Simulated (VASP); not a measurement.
Wanted: the native input for a VASP 6.6.1 run.

```yaml
Task: single point
Functional: HSE06
Potentials_or_basis: VASP PAW PBE potentials, release 64 (Zn, S)
Cutoff: 520 eV
k_mesh: 5 × 5 × 5
Occupations: fermi-dirac, width 0.05 eV
Spin: no spin polarisation
Dipole_correction: no
Grid_for_exact_exchange_PRECFOCK: Normal
Further_INCAR_settings: ALGO = Normal; EDIFF = 1e-07; NBANDS = 16
Share_of_exact_exchange: 0.25
Screening_parameter: 0.2079 1/Å
```

ZnS:

```
Zn S
1.0
     0.00000    2.70200    2.70200
     2.70200    0.00000    2.70200
     2.70200    2.70200    0.00000
Zn S
1 1
Direct
  0.75000 0.75000 0.75000
  0.00000 0.00000 0.00000
```

One way to write it, as run:

POSCAR

```
ZnS
1.0
    0.0000000000      2.7020000000      2.7020000000
    2.7020000000      0.0000000000      2.7020000000
    2.7020000000      2.7020000000      0.0000000000
Zn S
1 1
Direct
    0.7500000000      0.7500000000      0.7500000000
    0.0000000000      0.0000000000      0.0000000000
```

INCAR.step1

```
SYSTEM = ZnS
PREC     = Accurate       ! precision mode
ENCUT    = 520            ! plane-wave cutoff, eV
EDIFF    = 1E-5           ! SCF threshold, eV
ISMEAR   = -1             ! smearing method
SIGMA    = 0.05           ! smearing width, eV
LREAL    = .FALSE.        ! projectors in reciprocal space
LASPH    = .TRUE.         ! aspherical terms in the spheres
NELM     = 60             ! most SCF steps
ALGO     = Normal         ! electronic algorithm
ISIF     = 2              ! what is computed and relaxed
LWAVE    = .TRUE.         ! write WAVECAR
LCHARG   = .FALSE.        ! write CHGCAR
NBANDS   = 16             ! bands
GGA      = PE             ! functional
```

INCAR.step2

```
SYSTEM = ZnS
PREC     = Accurate       ! precision mode
ENCUT    = 520            ! plane-wave cutoff, eV
EDIFF    = 1E-7           ! SCF threshold, eV
ISMEAR   = -1             ! smearing method
SIGMA    = 0.05           ! smearing width, eV
LREAL    = .FALSE.        ! projectors in reciprocal space
LASPH    = .TRUE.         ! aspherical terms in the spheres
NELM     = 60             ! most SCF steps
ALGO     = Normal         ! electronic algorithm
ISIF     = 2              ! what is computed and relaxed
LWAVE    = .FALSE.        ! write WAVECAR
LCHARG   = .FALSE.        ! write CHGCAR
GGA      = PE             ! functional
LHFCALC  = .TRUE.         ! exact exchange
HFSCREEN = 0.2079         ! screening, 1/A
PRECFOCK = Normal       
NBANDS   = 16             ! bands
ISTART   = 1
```

KPOINTS

```
Automatic mesh
0
G
  5 5 5
  0 0 0
```

Potentials or basis: VASP PAW PBE potentials, release 64 (Zn, S).

Command:

```console
$ cat potpaw_PBE.64/Zn/POTCAR potpaw_PBE.64/S/POTCAR > POTCAR
$ cp INCAR.step1 INCAR
$ mpirun -np 1 vasp_std > vasp.out
$ cp INCAR.step2 INCAR
$ mpirun -np 1 vasp_std > vasp.out
```

It gave:

```
Pressure               : 1.0 GPa
Band gap on the k mesh : 3.33 eV
```

Caveat: the PAW data sets were made with another functional, which shifts forces and pressure a little.

Wall time 13 min on 1 thread of AMD EPYC 9R45 96-Core Processor (Zen 5), on a shared host, peak memory 0.23 GiB.
